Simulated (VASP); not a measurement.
# GaN (F-43m) in VASP: further runs

Runs on GaN. Level: PBE. Tasks: single point.

Everything below comes from runs of VASP 6.6.1. Logs are shortened: lines on timing, memory, paths and dates and some standing lists are left out, and cuts for length are marked.

## 1. The cell of the first run

The structure is cubic, space group F-43m (No. 216). Conventional cell: a = 4.507 Å, b = 4.507 Å, c = 4.507 Å, α = 90.00°, β = 90.00°, γ = 90.00°. Ga (site symmetry -43m) has 4 N at 1.95 Å within 2.6 Å. Within 2.6 Å of N (site symmetry -43m) lie 4 Ga at 1.95 Å.

## 2. Single point, PBE

File INCAR:

```
PREC = Accurate ; ENCUT = 600
EDIFF = 1E-6 ; ISMEAR = 0
SIGMA = 0.01 ; LREAL = False
LASPH = True ; NELM = 120
ALGO = Normal ; ISIF = 2
LWAVE = False ; LCHARG = False
GGA = PE ; NBANDS = 16
GGA_COMPAT = False
```

File KPOINTS:

```
regular mesh
0
Gamma
  8 8 8
```

File POSCAR:

```
GaN
1.0
    3.1869310000      0.0000000000      0.0000000000
    1.5934655000      2.7599632061      0.0000000000
    1.5934655000      0.9199877354      2.6021182652
Ga N
1 1
Direct
    0.0000000000      0.0000000000      0.0000000000
    0.7500000000      0.7500000000      0.7500000000
```

Potentials or basis: VASP PAW PBE potentials, release 64 (Ga_d, N).

Command:

```
$ cat potpaw_PBE.64/Ga_d/POTCAR potpaw_PBE.64/N/POTCAR > POTCAR
$ mpirun -np 1 vasp_std > vasp.out
```

OUTCAR:

```text
PREC = Accurate
   ENCUT = 600
   EDIFF = 1E-6
   ISMEAR = 0
   LREAL = False
   LASPH = True
   NELM = 120
   ISIF = 2
   GGA = PE

 ion  position               nearest neighbor table
   1  0.000  0.000  0.000-   2 1.95   2 1.95   2 1.95   2 1.95
   2  0.750  0.750  0.750-   1 1.95   1 1.95   1 1.95   1 1.95

  LATTYP: Found a face centered cubic cell.
 ALAT       =     4.5070010425

  Lattice vectors:

 A1 = (   3.1869310000,   0.0000000000,   0.0000000000)
 A2 = (   1.5934655000,   2.7599632061,   0.0000000000)
 A3 = (   1.5934655000,   0.9199877354,   2.6021182652)

Analysis of symmetry for initial positions (statically):
=====================================================================
 Subroutine PRICEL returns:
 Original cell was already a primitive cell.

 Routine SETGRP: Setting up the symmetry group for a
 face centered cubic supercell.

 Subroutine GETGRP returns: Found 24 space group operations
 (whereof 24 operations were pure point group operations)
 out of a pool of 48 trial point group operations.

The static configuration has the point symmetry T_d .

Analysis of symmetry for dynamics (positions and initial velocities):
=====================================================================
 Subroutine PRICEL returns:
 Original cell was already a primitive cell.

 Routine SETGRP: Setting up the symmetry group for a
 face centered cubic supercell.

 Subroutine GETGRP returns: Found 24 space group operations
 (whereof 24 operations were pure point group operations)
 out of a pool of 48 trial point group operations.

The dynamic configuration has the point symmetry T_d .

 Subroutine INISYM returns: Found 24 space group operations
 (whereof 24 operations are pure point group operations),
 and found     1 'primitive' translations

----------------------------------------------------------------------------------------

                                     Primitive cell

  volume of cell :      22.8877

  direct lattice vectors                    reciprocal lattice vectors
     3.186931000  0.000000000  0.000000000     0.313781503 -0.181161835 -0.128100762
     1.593465500  2.759963206  0.000000000     0.000000000  0.362323671 -0.128100762
     1.593465500  0.919987735  2.602118265     0.000000000  0.000000000  0.384302287

  length of vectors
     3.186931000  3.186931000  3.186931000     0.384302287  0.384302287  0.384302287

  position of ions in fractional coordinates (direct lattice)
     0.000000000  0.000000000  0.000000000
     0.750000000  0.750000000  0.750000000
[... 72 lines left out ...]
   LNONCOLLINEAR =      F non collinear calculations
   LSORBIT =      F    spin-orbit coupling
   LASPH  =      T    aspherical Exc in radial PAW
   ENCUT  =  600.0 eV  44.10 Ry    6.64 a.u.   6.37  6.37  6.37*2*pi/ulx,y,z
   NELM   =    120;   NELMIN=  2; NELMDL= -5     # of ELM steps
   EDIFF  = 0.1E-05   stopping-criterion for ELM
   LREAL  =      F    real-space projection
   EDIFFG = 0.1E-04   stopping-criterion for IOM
   NSW    =      0    number of steps for IOM
   IBRION =     -1    ionic relax: 0-MD 1-quasi-New 2-CG
   NFREE  =      0    steps in history (QN), initial steepest desc. (CG)
   ISIF   =      2    stress and relaxation
   ISYM   =      2    0-nonsym 1-usesym 2-fastsym
   POTIM  = 0.5000    time-step for ionic-motion
   TEBEG  =    0.0;   TEEND  =   0.0 temperature during run
   PSTRESS=    0.0 pullay stress
   NELECT =      18.0000    total number of electrons
   NUPDOWN=      -1.0000    fix difference up-down
   EMIN   =  10.00;   EMAX   =-10.00  energy-range for DOS
   EFERMI =   0.00;   METHOD = LEGACY
   ISMEAR =     0;   SIGMA  =   0.01  broadening in eV -4-tet -1-fermi 0-gaus
   EFERMI_NEDOS =   21; number of points for ismear=-14 and -15
   IALGO  =     38    algorithm
   IMIX   =      4    mixing-type and parameters
     AMIX     =   0.40;   BMIX     =  1.00
     AMIX_MAG =   1.60;   BMIX_MAG =  1.00
  volume/ion in A,a.u.               =      11.44        77.23
  Fermi-wavevector in a.u.,A,eV,Ry     =   1.511117  2.855596 31.068545  2.283474
  Thomas-Fermi vector in A             =   2.621217
   LORBIT       =      0    0 simple, 1 ext, 2 COOP (PROOUT), +10 PAW based schemes
   GGA     = PE    functional components
   LHFCALC =     F    Hartree Fock is set to
   AEXX    =    0.0000 exact exchange contribution
   IVDW    =     0    specifies the selected vdW correction
   LEPSILON=     F    determine dielectric tensor
   LRPA    =     F    only Hartree local field effects (RPA)
 non-spin polarized calculation
 Gauss-broadening in eV      SIGMA  =   0.01
  energy-cutoff  :      600.00
  volume of cell :       22.89
 maximum number of plane-waves:       778
 NGX is ok and might be reduce to    28
   NGX = 13   NGY = 13   NGZ = 13

 number of electron      18.0000005 magnetization

 Free energy of the ion-electron system (eV)
  ---------------------------------------------------
  ext. energy  EPLUGINS =         0.00000000
  ---------------------------------------------------
  free energy    TOTEN  =       -12.14419286 eV

  energy without entropy =      -12.14419286  energy(sigma->0) =      -12.14419286

 E-fermi :   5.3476     XC(G=0): -11.6669

 val. band max:        5.2817615856   @ k =   0.0000   0.0000   0.0000
 cond. band min:       7.0059716517   @ k =   0.0000   0.0000   0.0000
 fundamental gap:      1.7242100662
 Fermi energy:         5.3475939281

 k-point     1 :       0.0000    0.0000    0.0000
  band No.  band energies     occupation
      1     -10.6526      2.00000
      2      -8.1609      2.00000
      3      -8.1609      2.00000
      4      -8.1609      2.00000
      5      -7.8411      2.00000
      6      -7.8411      2.00000
[... 433 lines left out ...]
      3      -7.9947      2.00000
      4      -7.8610      2.00000
      5      -7.8082      2.00000
      6      -6.2860      2.00000
[... 8 lines left out ...]
     15      24.0837      0.00000
     16      26.3560      0.00000

 [... further k-points ...]
[... 5 lines left out ...]
  --------------------------------------------------------------------------------------
  -------------------------------------------------------------------------------------
  Total        0.7048412      0.7048412      0.7048412      0.0000000      0.0000000     -0.0000000
  in kB       49.3399729     49.3399729     49.3399729      0.0000000      0.0000000     -0.0000000
  external PRESSURE =      49.3399729 kB  Pullay stress =       0.0000000 kB

 VOLUME and BASIS-vectors are now :
 -----------------------------------------------------------------------------
  energy-cutoff  :      600.00
  volume of cell :       22.89
      direct lattice vectors                 reciprocal lattice vectors
     3.186931000  0.000000000  0.000000000     0.313781503 -0.181161835 -0.128100762
     1.593465500  2.759963206  0.000000000     0.000000000  0.362323671 -0.128100762
     1.593465500  0.919987735  2.602118265     0.000000000  0.000000000  0.384302287

 POSITION                                       TOTAL-FORCE (eV/Angst)
 -----------------------------------------------------------------------------------
      0.00000      0.00000      0.00000        -0.000000     -0.000000      0.000000
      4.78040      2.75996      1.95159         0.000000      0.000000     -0.000000
 -----------------------------------------------------------------------------------
    total drift:                               -0.000000     -0.000000      0.000000

  FREE ENERGIE OF THE ION-ELECTRON SYSTEM (eV)
  ---------------------------------------------------
  free  energy   TOTEN  =       -12.1441928552 eV

  energy  without entropy=      -12.1441928552  energy(sigma->0) =      -12.14419286
```

OSZICAR:

```text
N       E                     dE             d eps       ncg     rms          rms(c)
DAV:   1     0.937083837808E+02    0.93708E+02   -0.10067E+04  1000   0.220E+03
DAV:   2    -0.691335653940E+01   -0.10062E+03   -0.93298E+02  1080   0.368E+02
DAV:   3    -0.140495915754E+02   -0.71362E+01   -0.70925E+01  1008   0.793E+01
DAV:   4    -0.141442438635E+02   -0.94652E-01   -0.94618E-01  1248   0.988E+00
DAV:   5    -0.141454385876E+02   -0.11947E-02   -0.11947E-02  1056   0.985E-01    0.771E+00
DAV:   6    -0.121430993615E+02    0.20023E+01   -0.49362E+00  1440   0.402E+01    0.267E+00
DAV:   7    -0.121513803091E+02   -0.82809E-02   -0.32189E-01   992   0.658E+00    0.174E+00
DAV:   8    -0.121477878232E+02    0.35925E-02   -0.57051E-02  1128   0.335E+00    0.743E-01
DAV:   9    -0.121439416143E+02    0.38462E-02   -0.13995E-02  1368   0.278E+00    0.194E-01
DAV:  10    -0.121442818154E+02   -0.34020E-03   -0.15050E-03  1088   0.576E-01    0.884E-02
DAV:  11    -0.121441870003E+02    0.94815E-04   -0.30070E-04  1408   0.278E-01    0.105E-02
DAV:  12    -0.121441930594E+02   -0.60591E-05   -0.30971E-05  1032   0.618E-02    0.110E-02
DAV:  13    -0.121441928552E+02    0.20422E-06   -0.11428E-06  1024   0.168E-02
   1 F= -.12144193E+02 E0= -.12144193E+02  d E =-.497788E-23
```

stdout:

```text
POSCAR found type information on POSCAR GaN
 POSCAR found :  2 types and       2 ions
 scaLAPACK will be used
 LDA part: xc-table for (Slater+PW92), standard interpolation
 POSCAR, INCAR and KPOINTS ok, starting setup
 FFT: planning ... GRIDC
 FFT: planning ... GRID_SOFT
 FFT: planning ... GRID
 WAVECAR not read
 entering main loop
```

Wall time 21 s (1 thread of AMD EPYC 9R14 (Zen 4), shared host); peak memory 0.13 GiB.

Results:

| Item | Value |
| --- | --- |
| Free energy | -12.1442 eV |
| Pressure | 4.9 GPa |
| Band gap on the k mesh | 1.72 eV, direct |

Levels at points of the mesh, in eV from the valence-band top:
| k point | band 6 | band 7 | band 8 | band 9 | band 10 | band 11 | band 12 | band 13 |
| --- | --- | --- | --- | --- | --- | --- | --- | --- |
| (0.00, 0.00, 0.00) | -13.12 | 0.00 | 0.00 | 0.00 | 1.72 | 10.30 | 10.30 | 10.30 |
| (0.50, 0.00, 0.00) | -11.88 | -7.04 | -0.97 | -0.97 | 4.64 | 8.73 | 10.37 | 10.37 |
| (0.50, 0.50, 0.00) | -11.45 | -6.12 | -2.70 | -2.70 | 3.35 | 6.66 | 11.71 | 13.96 |

## 3. Single point, PBE

File INCAR:

```
SYSTEM = GaN
PREC = Accurate
ENCUT = 600
EDIFF = 1E-6
ISMEAR = 0
SIGMA = 0.01
LREAL = .FALSE.
LASPH = .TRUE.
NELM = 120
ALGO = Normal
ISIF = 2
LWAVE = .FALSE.
LCHARG = .FALSE.
GGA = PE
NBANDS = 16
GGA_COMPAT = .FALSE.
```

File KPOINTS:

```
Automatic mesh
0
G
  8 8 8
  0 0 0
```

POSCAR is that of step 2.

Potentials or basis: VASP PAW PBE potentials, release 64 (Ga_d, N).

Command:

```
$ cat potpaw_PBE.64/Ga_d/POTCAR potpaw_PBE.64/N/POTCAR > POTCAR
$ mpirun -np 1 vasp_std > vasp.out
```

OUTCAR:

```text
SYSTEM = GaN
   PREC = Accurate
   ENCUT = 600
   EDIFF = 1E-6
   ISMEAR = 0
   LREAL = .FALSE.
   LASPH = .TRUE.
   NELM = 120
   ISIF = 2
   GGA = PE

 ion  position               nearest neighbor table
   1  0.000  0.000  0.000-   2 1.95   2 1.95   2 1.95   2 1.95
   2  0.750  0.750  0.750-   1 1.95   1 1.95   1 1.95   1 1.95

  LATTYP: Found a face centered cubic cell.
 ALAT       =     4.5070010425

  Lattice vectors:

 A1 = (   3.1869310000,   0.0000000000,   0.0000000000)
 A2 = (   1.5934655000,   2.7599632061,   0.0000000000)
 A3 = (   1.5934655000,   0.9199877354,   2.6021182652)
[... 625 lines left out ...]
      4      -7.8610      2.00000
      5      -7.8082      2.00000
      6      -6.2860      2.00000
[... 8 lines left out ...]
     15      24.0837      0.00000
     16      26.3560      0.00000

 [... further k-points ...]
[... 5 lines left out ...]
  --------------------------------------------------------------------------------------
  -------------------------------------------------------------------------------------
  Total        0.7048412      0.7048412      0.7048412      0.0000000      0.0000000     -0.0000000
  in kB       49.3399729     49.3399729     49.3399729      0.0000000      0.0000000     -0.0000000
  external PRESSURE =      49.3399729 kB  Pullay stress =       0.0000000 kB

 VOLUME and BASIS-vectors are now :
 -----------------------------------------------------------------------------
  energy-cutoff  :      600.00
  volume of cell :       22.89
      direct lattice vectors                 reciprocal lattice vectors
     3.186931000  0.000000000  0.000000000     0.313781503 -0.181161835 -0.128100762
     1.593465500  2.759963206  0.000000000     0.000000000  0.362323671 -0.128100762
     1.593465500  0.919987735  2.602118265     0.000000000  0.000000000  0.384302287

 POSITION                                       TOTAL-FORCE (eV/Angst)
 -----------------------------------------------------------------------------------
      0.00000      0.00000      0.00000        -0.000000     -0.000000      0.000000
      4.78040      2.75996      1.95159         0.000000      0.000000     -0.000000
 -----------------------------------------------------------------------------------
    total drift:                               -0.000000     -0.000000      0.000000

  FREE ENERGIE OF THE ION-ELECTRON SYSTEM (eV)
  ---------------------------------------------------
  free  energy   TOTEN  =       -12.1441928552 eV

  energy  without entropy=      -12.1441928552  energy(sigma->0) =      -12.14419286
```

OSZICAR:

```text
N       E                     dE             d eps       ncg     rms          rms(c)
DAV:   1     0.937083837808E+02    0.93708E+02   -0.10067E+04  1000   0.220E+03
DAV:   2    -0.691335653940E+01   -0.10062E+03   -0.93298E+02  1080   0.368E+02
DAV:   3    -0.140495915754E+02   -0.71362E+01   -0.70925E+01  1008   0.793E+01
DAV:   4    -0.141442438635E+02   -0.94652E-01   -0.94618E-01  1248   0.988E+00
DAV:   5    -0.141454385876E+02   -0.11947E-02   -0.11947E-02  1056   0.985E-01    0.771E+00
DAV:   6    -0.121430993615E+02    0.20023E+01   -0.49362E+00  1440   0.402E+01    0.267E+00
DAV:   7    -0.121513803091E+02   -0.82809E-02   -0.32189E-01   992   0.658E+00    0.174E+00
DAV:   8    -0.121477878232E+02    0.35925E-02   -0.57051E-02  1128   0.335E+00    0.743E-01
DAV:   9    -0.121439416143E+02    0.38462E-02   -0.13995E-02  1368   0.278E+00    0.194E-01
DAV:  10    -0.121442818154E+02   -0.34020E-03   -0.15050E-03  1088   0.576E-01    0.884E-02
DAV:  11    -0.121441870003E+02    0.94815E-04   -0.30070E-04  1408   0.278E-01    0.105E-02
DAV:  12    -0.121441930594E+02   -0.60591E-05   -0.30971E-05  1032   0.618E-02    0.110E-02
DAV:  13    -0.121441928552E+02    0.20422E-06   -0.11428E-06  1024   0.168E-02
   1 F= -.12144193E+02 E0= -.12144193E+02  d E =-.497788E-23
```

It took 20 s on 1 thread of AMD EPYC 9R14 (Zen 4), shared host; peak memory 0.13 GiB.

Results:

```yaml
Free_energy: -12.1442 eV
Pressure: 4.9 GPa
Band_gap_on_the_k_mesh: 1.72 eV, direct
```

As with any semilocal functional, this PBE gap is likely too small.
